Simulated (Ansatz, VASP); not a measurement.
Mo: VASP beside Ansatz

```
Mo
1.0
    -1.58139    1.58139    1.58139
     1.58139   -1.58139    1.58139
     1.58139    1.58139   -1.58139
Mo
1
Direct
  0.00000 0.00000 0.00000
```

Alike in both runs: task relaxation of cell and atoms; functional PBE; k mesh 19 × 19 × 19; occupations fermi-dirac, width 0.1 eV; no spin polarisation.

```csv
,VASP,Ansatz
version,VASP 6.6.1,Ansatz 0.2.0
potentials or method,"VASP PAW PBE potentials, release 64 (Mo_sv)","PAW with Ansatz's default frozen-core files, scalar-relativistic"
plane-wave cutoff (eV),600,420
valence electrons in the cell,14,14
```

Ansatz gave:

```
relaxed volume (Å³/atom)                                     : 15.79
relaxed cell length with the largest relative difference (Å) : 2.737
```

Task: Estimate VASP's values.

Result: Relaxed volume (Å³/atom): 15.81; relaxed cell length with the largest relative difference (Å): 2.739.
